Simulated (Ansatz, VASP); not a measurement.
CdSe: VASP beside Ansatz

The input POSCAR:

```
CdSe
1.0
    0.0000000000      3.0358077901      3.0358077901
    3.0358077901      0.0000000000      3.0358077901
    3.0358077901      3.0358077901      0.0000000000
Cd Se
1 1
Direct
    0.0000000000      0.0000000000      0.0000000000
    0.7500000000      0.7500000000      0.7500000000
```

The input INCAR.step1:

```
SYSTEM = CdSe
PREC     = Accurate       ! precision mode
ENCUT    = 520            ! plane-wave cutoff, eV
ISMEAR   = 0              ! smearing method
SIGMA    = 0.02           ! smearing width, eV
LREAL    = .False.        ! projectors in reciprocal space
LASPH    = .True.         ! aspherical terms in the spheres
NELM     = 100            ! most SCF steps
NBANDS   = 16             ! bands
GGA      = PE             ! functional
ALGO     = Normal         ! electronic algorithm
EDIFF    = 1E-4           ! SCF threshold, eV
LWAVE    = .True.         ! write WAVECAR
LCHARG   = .False.        ! write CHGCAR
```

The input INCAR.step2:

```
SYSTEM = CdSe
PREC     = Accurate       ! precision mode
ENCUT    = 520            ! plane-wave cutoff, eV
EDIFF    = 1E-6           ! SCF threshold, eV
ISMEAR   = 0              ! smearing method
SIGMA    = 0.02           ! smearing width, eV
LREAL    = .False.        ! projectors in reciprocal space
LASPH    = .True.         ! aspherical terms in the spheres
NELM     = 100            ! most SCF steps
ALGO     = Normal         ! electronic algorithm
ISIF     = 2              ! what is computed and relaxed
LWAVE    = .False.        ! write WAVECAR
LCHARG   = .False.        ! write CHGCAR
METAGGA  = R2SCAN         ! meta-GGA
LMIXTAU  = .True.       
NBANDS   = 16             ! bands
ISTART   = 1
```

Contents of KPOINTS:

```
Automatic mesh
0
Gamma
  8 8 8
  0 0 0
```

Input for Ansatz:

```yaml
crystal:
  lattice:
    - [0.0, 3.0358077901, 3.0358077901]
    - [3.0358077901, 0.0, 3.0358077901]
    - [3.0358077901, 3.0358077901, 0.0]
  atoms:
    - { symbol: Cd, position: [0.0, 0.0, 0.0] }
    - { symbol: Se, position: [0.75, 0.75, 0.75] }
basis:
  ecutwfc: 500
kpoints:
  mp_grid: { grid: [8, 8, 8] }
hamiltonian:
  xc: r2scan
scf:
  occupations: { method: gaussian, width: 0.02 }
output:
  forces: true
  stress: true
  eigenvalues: true
```

Alike in both runs: task single point; functional r2SCAN; k mesh 8 × 8 × 8; occupations gaussian, width 0.02 eV; no spin polarisation.

```csv
,VASP,Ansatz
version,VASP 6.6.1,Ansatz 0.2.0
potentials or method,"VASP PAW PBE potentials, release 64 (Cd, Se), cutoff 520 eV","scalar-relativistic, plane waves, PAW"
valence electrons in the cell,18,36
```

```csv
,VASP,Ansatz,Ansatz less VASP
gap on the k mesh at the Fermi level (eV),1.10,1.11,+0.009
least direct gap on the mesh (eV),1.10,1.11,+0.009
pressure (GPa),2.0,1.7,-0.28
```

VASP's potentials were made for PBE, not for r2SCAN. VASP's potentials hold 18 valence electrons a cell and Ansatz's 36, so a difference there can come from the potentials and not from the codes.
